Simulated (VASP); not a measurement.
# Ru (R-3m) in VASP: further runs

The runs below take Ru through single point, with PBE.

All numbers are computed with VASP 6.6.1; they aren't measurements. Logs are shortened: lines on timing, memory, paths and dates and some standing lists are left out, and cuts for length are marked.

**1. The cell of the first run**

It takes space group R-3m (No. 166, trigonal). The conventional cell has a = 2.512 Å, b = 2.512 Å, c = 6.500 Å, α = 90.00°, β = 90.00°, γ = 120.00°. Ru (site symmetry -3m) has 12 Ru at 2.51 to 2.61 Å within 3.3 Å.

**2. Single point, PBE**

File INCAR:

```
SYSTEM = Ru
PREC = Accurate
ENCUT = 520
EDIFF = 1E-6
ISMEAR = 0
SIGMA = 0.15
LREAL = .FALSE.
LASPH = .TRUE.
NELM = 100
ALGO = Fast
ISIF = 2
LWAVE = .FALSE.
LCHARG = .FALSE.
GGA = PE
NBANDS = 13
```

File KPOINTS:

```
regular mesh
0
G
  20 20 20
  0 0 0
```

File POSCAR:

```
Ru
1.0
    0.0666779414      1.8431688080      1.8431688080
    1.8431688080      0.0666779414      1.8431688080
    1.8431688080      1.8431688080      0.0666779414
Ru
1
Direct
    0.0000000000      0.0000000000      0.0000000000
```

Potentials or basis: VASP PAW PBE potentials, release 64 (Ru_pv).

Run with:

```console
$ cat potpaw_PBE.64/Ru_pv/POTCAR > POTCAR
$ mpirun -np 1 vasp_std > vasp.out
```

OUTCAR:

```text
SYSTEM = Ru
   PREC = Accurate
   ENCUT = 520
   EDIFF = 1E-6
   ISMEAR = 0
   LREAL = .FALSE.
   LASPH = .TRUE.
   NELM = 100
   ISIF = 2
   GGA = PE

 ion  position               nearest neighbor table
   1  0.000  0.000  0.000-

  LATTYP: Found a trigonal (rhomboedric) cell.
 ALAT       =     2.6074870004
 COS(alpha) =     0.5358250983

  Lattice vectors:

 A1 = (   0.0666779414,   1.8431688080,   1.8431688080)
 A2 = (   1.8431688080,   0.0666779414,   1.8431688080)
 A3 = (   1.8431688080,   1.8431688080,   0.0666779414)

Analysis of symmetry for initial positions (statically):
=====================================================================
 Subroutine PRICEL returns:
 Original cell was already a primitive cell.

 Routine SETGRP: Setting up the symmetry group for a
 trigonal (rhombohedral) supercell.

 Subroutine GETGRP returns: Found 12 space group operations
 (whereof 12 operations were pure point group operations)
 out of a pool of 12 trial point group operations.

The static configuration has the point symmetry D_3d.

Analysis of symmetry for dynamics (positions and initial velocities):
=====================================================================
 Subroutine PRICEL returns:
 Original cell was already a primitive cell.

 Routine SETGRP: Setting up the symmetry group for a
 trigonal (rhombohedral) supercell.

 Subroutine GETGRP returns: Found 12 space group operations
 (whereof 12 operations were pure point group operations)
 out of a pool of 12 trial point group operations.

The dynamic configuration has the point symmetry D_3d.

 Subroutine INISYM returns: Found 12 space group operations
 (whereof 12 operations are pure point group operations),
 and found     1 'primitive' translations

----------------------------------------------------------------------------------------

                                     Primitive cell

  volume of cell :      11.8442

  direct lattice vectors                    reciprocal lattice vectors
     0.066677941  1.843168808  1.843168808    -0.286454188  0.276453294  0.276453294
     1.843168808  0.066677941  1.843168808     0.276453294 -0.286454188  0.276453294
     1.843168808  1.843168808  0.066677941     0.276453294  0.276453294 -0.286454188

  length of vectors
     2.607487000  2.607487000  2.607487000     0.484673962  0.484673962  0.484673962

  position of ions in fractional coordinates (direct lattice)
     0.000000000  0.000000000  0.000000000

  ion indices of the primitive-cell ions
   primitive index   ion index
                 1           1

----------------------------------------------------------------------------------------

 KPOINTS: regular mesh

Automatic generation of k-mesh.
 Grid dimensions read from file:
 generate k-points for:   20   20   20

 Generating k-lattice:

  Cartesian coordinates                     Fractional coordinates (reciprocal lattice)
    -0.014322709  0.013822665  0.013822665     0.050000000 -0.000000000 -0.000000000
     0.013822665 -0.014322709  0.013822665    -0.000000000  0.050000000 -0.000000000
     0.013822665  0.013822665 -0.014322709    -0.000000000 -0.000000000  0.050000000

  Length of vectors
     0.024233698  0.024233698  0.024233698

  Shift w.r.t. Gamma in fractional coordinates (k-lattice)
     0.000000000  0.000000000  0.000000000

 Subroutine IBZKPT returns following result:
 ===========================================

 Found    781 irreducible k-points:

 Following reciprocal coordinates:
            Coordinates               Weight
  0.000000  0.000000  0.000000      1.000000
  0.050000  0.000000 -0.000000      6.000000
  0.100000 -0.000000 -0.000000      6.000000
  0.150000 -0.000000 -0.000000      6.000000
  0.200000 -0.000000 -0.000000      6.000000
  0.250000  0.000000 -0.000000      6.000000
[... 16 lines left out ...]
 -0.400000  0.050000  0.000000     12.000000
 -0.350000  0.050000 -0.000000     12.000000
 [... further k-points ...]
   k-points           NKPTS =    781   k-points in BZ     NKDIM =    781   number of bands    NBANDS=     13
   number of dos      NEDOS =    301   number of ions     NIONS =      1
   total plane-waves  NPLWV =   8000
   dimension x,y,z NGX =    20 NGY =   20 NGZ =   20
   dimension x,y,z NGXF=    40 NGYF=   40 NGZF=   40
   ions per type =               1
   NGX,Y,Z   is equivalent  to a cutoff of  12.75, 12.75, 12.75 a.u.
   NGXF,Y,Z  is equivalent  to a cutoff of  25.50, 25.50, 25.50 a.u.
 SYSTEM =  Ru
   PREC   = accura    normal or accurate (medium, high low for compatibility)
   ISTART =      0    job   : 0-new  1-cont  2-samecut
   ICHARG =      2    charge: 1-file 2-atom 10-const
   ISPIN  =      1    spin polarized calculation?
   LNONCOLLINEAR =      F non collinear calculations
   LSORBIT =      F    spin-orbit coupling
   LASPH  =      T    aspherical Exc in radial PAW
   ENCUT  =  520.0 eV  38.22 Ry    6.18 a.u.   4.85  4.85  4.85*2*pi/ulx,y,z
   NELM   =    100;   NELMIN=  2; NELMDL= -5     # of ELM steps
   EDIFF  = 0.1E-05   stopping-criterion for ELM
   LREAL  =      F    real-space projection
   EDIFFG = 0.1E-04   stopping-criterion for IOM
   NSW    =      0    number of steps for IOM
   IBRION =     -1    ionic relax: 0-MD 1-quasi-New 2-CG
   NFREE  =      0    steps in history (QN), initial steepest desc. (CG)
   ISIF   =      2    stress and relaxation
   ISYM   =      2    0-nonsym 1-usesym 2-fastsym
   POTIM  = 0.5000    time-step for ionic-motion
   TEBEG  =    0.0;   TEEND  =   0.0 temperature during run
   PSTRESS=    0.0 pullay stress
   NELECT =      14.0000    total number of electrons
   NUPDOWN=      -1.0000    fix difference up-down
   EMIN   =  10.00;   EMAX   =-10.00  energy-range for DOS
   EFERMI =   0.00;   METHOD = LEGACY
   ISMEAR =     0;   SIGMA  =   0.15  broadening in eV -4-tet -1-fermi 0-gaus
   EFERMI_NEDOS =   21; number of points for ismear=-14 and -15
   IALGO  =     68    algorithm
   IMIX   =      4    mixing-type and parameters
     AMIX     =   0.40;   BMIX     =  1.00
     AMIX_MAG =   1.60;   BMIX_MAG =  1.00
  volume/ion in A,a.u.               =      11.84        79.93
  Fermi-wavevector in a.u.,A,eV,Ry     =   1.730940  3.271003 40.765150  2.996154
  Thomas-Fermi vector in A             =   2.805401
   LORBIT       =      0    0 simple, 1 ext, 2 COOP (PROOUT), +10 PAW based schemes
   GGA     = PE    functional components
   LHFCALC =     F    Hartree Fock is set to
   AEXX    =    0.0000 exact exchange contribution
   IVDW    =     0    specifies the selected vdW correction
   LEPSILON=     F    determine dielectric tensor
   LRPA    =     F    only Hartree local field effects (RPA)
 non-spin polarized calculation
 RMM-DIIS sequential band-by-band and
 Gauss-broadening in eV      SIGMA  =   0.15
  energy-cutoff  :      520.00
  volume of cell :       11.84
 maximum number of plane-waves:       331
   NGX =  9   NGY =  9   NGZ =  9

 number of electron      14.0000005 magnetization

 Free energy of the ion-electron system (eV)
  ---------------------------------------------------
  ext. energy  EPLUGINS =         0.00000000
  ---------------------------------------------------
  free energy    TOTEN  =        -8.69375106 eV

  energy without entropy =       -8.68269308  energy(sigma->0) =       -8.68822207

 E-fermi :  15.4197     XC(G=0): -14.9789

 val. band max:       15.4190212773   @ k =  -0.3500  -0.3500   0.1000
 cond. band min:      15.4211567627   @ k =  -0.3000  -0.3500   0.2500
 fundamental gap:      0.0021354855
 Fermi energy:        15.4197109695

 k-point     1 :       0.0000    0.0000    0.0000
  band No.  band energies     occupation
      1     -27.1119      2.00000
      2     -26.9645      2.00000
      3     -26.9645      2.00000
      4       6.7233      2.00000
      5      11.6097      2.00000
      6      12.4990      2.00000
      7      12.4990      2.00000
      8      15.3296      1.60430
      9      15.3296      1.60430
     10      25.8326      0.00000
     11      30.2445      0.00000
     12      35.7210      0.00000
     13      37.4397      0.00000

 k-point     2 :       0.0500    0.0000   -0.0000
  band No.  band energies     occupation
      1     -27.1197      2.00000
      2     -27.0076      2.00000
      3     -26.9716      2.00000
      4       6.8514      2.00000
      5      11.6621      2.00000
      6      12.4220      2.00000
      7      12.5725      2.00000
      8      15.2729      1.83360
      9      15.2821      1.80539
     10      25.8326      0.00000
     11      30.4834      0.00000
     12      35.8409      0.00000
     13      36.9154      0.00000

 k-point     3 :       0.1000   -0.0000   -0.0000
  band No.  band energies     occupation
      1     -27.1755      2.00000
      2     -27.0986      2.00000
      3     -26.9922      2.00000
      4       7.2166      2.00000
      5      11.7955      2.00000
      6      12.2346      2.00000
      7      12.7771      2.00000
      8      15.1312      1.99347
      9      15.1623      1.98476
     10      25.8326      0.00000
     11      31.1456      0.00000
     12      35.2239      0.00000
     13      36.9105      0.00000
[... 305 lines left out ...]
 k-point    23 :      -0.4000    0.0500    0.0000
  band No.  band energies     occupation
      1     -28.6253      2.00000
      2     -27.2850      2.00000
      3     -27.2501      2.00000
      4       8.4204      2.00000
      5      11.6598      2.00000
      6      12.5953      2.00000
      7      15.2717      1.83718
      8      16.8099      0.00000
      9      18.2991      0.00000
     10      25.8310      0.00000
     11      28.3734      0.00000
     12      30.9847      0.00000
     13      37.7278      0.00000

 k-point    24 :      -0.3500    0.0500   -0.0000
  band No.  band energies     occupation
      1     -28.4677      2.00000
      2     -27.2661      2.00000
      3     -27.2216      2.00000
      4       8.5798      2.00000
      5      11.8279      2.00000
      6      12.7659      2.00000
      7      14.2784      2.00000
      8      16.1879      0.00000
      9      17.6417      0.00000
     10      25.8318      0.00000
     11      29.0767      0.00000
     12      32.2828      0.00000
     13      38.8849      0.00000

 [... further k-points ...]

------------------------ aborting loop because EDIFF is reached ----------------------------------------

  FORCE on cell =-STRESS in cart. coord.  units (eV):
  Direction    XX          YY          ZZ          XY          YZ          ZX
  --------------------------------------------------------------------------------------
  -------------------------------------------------------------------------------------
  Total        5.2399707      5.2399707      5.2399707     -1.0823618     -1.0823618     -1.0823618
  in kB      708.8153582    708.8153582    708.8153582   -146.4120208   -146.4120208   -146.4120208
  external PRESSURE =     708.8153582 kB  Pullay stress =       0.0000000 kB

 VOLUME and BASIS-vectors are now :
 -----------------------------------------------------------------------------
  energy-cutoff  :      520.00
  volume of cell :       11.84
      direct lattice vectors                 reciprocal lattice vectors
     0.066677941  1.843168808  1.843168808    -0.286454188  0.276453294  0.276453294
     1.843168808  0.066677941  1.843168808     0.276453294 -0.286454188  0.276453294
     1.843168808  1.843168808  0.066677941     0.276453294  0.276453294 -0.286454188

 POSITION                                       TOTAL-FORCE (eV/Angst)
 -----------------------------------------------------------------------------------
      0.00000      0.00000      0.00000        -0.000000      0.000000      0.000000
 -----------------------------------------------------------------------------------
    total drift:                                0.000000      0.000000      0.000000

  FREE ENERGIE OF THE ION-ELECTRON SYSTEM (eV)
  ---------------------------------------------------
  free  energy   TOTEN  =        -8.6937510571 eV

  energy  without entropy=       -8.6826930790  energy(sigma->0) =       -8.68822207
```

Run time: 2.1 min. Hardware: 1 thread of Intel Xeon Platinum 8259CL at 2.50GHz (Skylake/Cascade Lake), shared host; peak memory 0.22 GiB.

What came out:

```
Free energy            : -8.6938 eV
Pressure               : 70.9 GPa
Band gap on the k mesh : zero (band 7 reaches 18.21 eV, above the bottom of band 8 at 13.84 eV)
```

**3. Single point, PBE**

File INCAR:

```
SYSTEM = Ru
PREC = Accurate
ENCUT = 520
EDIFF = 1E-7
ISMEAR = 0
SIGMA = 0.15
LREAL = .False.
LASPH = .True.
NELM = 100
ALGO = Normal
ISIF = 2
LWAVE = .False.
LCHARG = .False.
GGA = PE
NBANDS = 13
```

File KPOINTS:

```
regular mesh
0
Gamma
  20 20 20
  0 0 0
```

File POSCAR:

```
Ru
1.0
    0.1000169121      1.8598382934      1.8598382934
    1.8598382934      0.1000169121      1.8598382934
    1.8598382934      1.8598382934      0.1000169121
Ru
1
Direct
    0.0000000000      0.0000000000      0.0000000000
```

Potentials or basis: VASP PAW PBE potentials, release 64 (Ru_pv).

Run with:

```console
$ cat potpaw_PBE.64/Ru_pv/POTCAR > POTCAR
$ mpirun -np 1 vasp_std > vasp.out
```

Run time: 1.8 min. Hardware: 1 thread of Intel Xeon Platinum 8259CL at 2.50GHz (Skylake/Cascade Lake), shared host; peak memory 0.22 GiB.

It converged, with:

- Free energy: -8.6139 eV
- Pressure: 74.0 GPa
- Band gap on the k mesh: zero (band 7 reaches 18.20 eV, above the bottom of band 8 at 13.77 eV)

Stress tensor (GPa, compression positive):
```
 74.02 -21.98 -21.98
-21.98  74.02 -21.98
-21.98 -21.98  74.02
```

Levels at points of the mesh, in eV from the Fermi level:
| k point | band 5 | band 6 | band 7 | band 8 | band 9 | band 10 |
| --- | --- | --- | --- | --- | --- | --- |
| (0.00, 0.00, 0.00) | -4.12 | -2.85 | -2.85 | -0.02 | -0.02 | 10.42 |
| (0.50, 0.00, 0.00) | -4.20 | -2.64 | 1.57 | 1.64 | 2.77 | 10.41 |
| (0.50, 0.50, 0.00) | -7.26 | 1.91 | 2.75 | 3.07 | 4.27 | 10.42 |
| (0.50, 0.50, 0.50) | -3.17 | -3.17 | 0.24 | 1.96 | 1.96 | 10.41 |

**4. Single point, PBE**

This run uses another cell than the first one, of the same volume but with other edges.

File INCAR:

```
SYSTEM = Ru
ALGO = Normal
EDIFF = 1E-7
ENCUT = 520
GGA = PE
ISIF = 2
ISMEAR = 0
LASPH = .TRUE.
LCHARG = .FALSE.
LREAL = .FALSE.
LWAVE = .FALSE.
NBANDS = 13
NELM = 60
PREC = Accurate
SIGMA = 0.15
```

File KPOINTS:

```
k-points
0
G
  20 20 20
  0 0 0
```

File POSCAR:

```
Ru
1.0
   -0.1000169121      1.7598213813      1.7598213813
    1.7598213813     -0.1000169121      1.7598213813
    1.7598213813      1.7598213813     -0.1000169121
Ru
1
Direct
    0.0000000000      0.0000000000      0.0000000000
```

Run with:

```console
$ cat potpaw_PBE.64/Ru_pv/POTCAR > POTCAR
$ mpirun -np 1 vasp_std > vasp.out
```

Run time: 98 s. Hardware: 1 thread of Intel Xeon Platinum 8259CL at 2.50GHz (Skylake/Cascade Lake), shared host; peak memory 0.22 GiB.

Results (log left out):

| Item | Value |
| --- | --- |
| Free energy | -8.6081 eV |
| Pressure | 73.9 GPa |
| Band gap on the k mesh | zero (band 7 reaches 18.16 eV, above the bottom of band 8 at 13.60 eV) |

Stress tensor (GPa, compression positive):
```
73.91 22.03 22.03
22.03 73.91 22.03
22.03 22.03 73.91
```

Levels at points of the mesh, in eV from the Fermi level:
```tsv
k point	band 5	band 6	band 7	band 8	band 9	band 10
(0.00, 0.00, 0.00)	-3.81	-3.81	-2.16	-0.03	-0.03	10.42
(0.50, 0.00, 0.00)	-4.09	-2.41	0.87	1.55	2.43	10.41
(0.50, 0.50, 0.00)	-7.24	1.89	2.70	3.11	4.27	10.42
(0.50, 0.50, 0.50)	-3.69	-3.69	2.32	2.53	2.53	10.41
```

**5. Overview**

```tsv
cell	gap on the mesh (eV)	pressure (GPa)
a = 2.607 Å, angles 57.6°, 1 atom	none	70.9
a = 2.632 Å, angles 56.4°, 1 atom	none	74.0
a = 2.491 Å, angles 63.7°, 1 atom	none	73.9
```

Alike in all rows: task single point; level PBE; potentials or basis VASP PAW PBE potentials, release 64 (Ru_pv); no spin polarisation; k mesh 20 × 20 × 20; cutoff (eV) 520; smearing gaussian 0.15 eV.

Absolute energies hang on the potentials; compare differences alone.
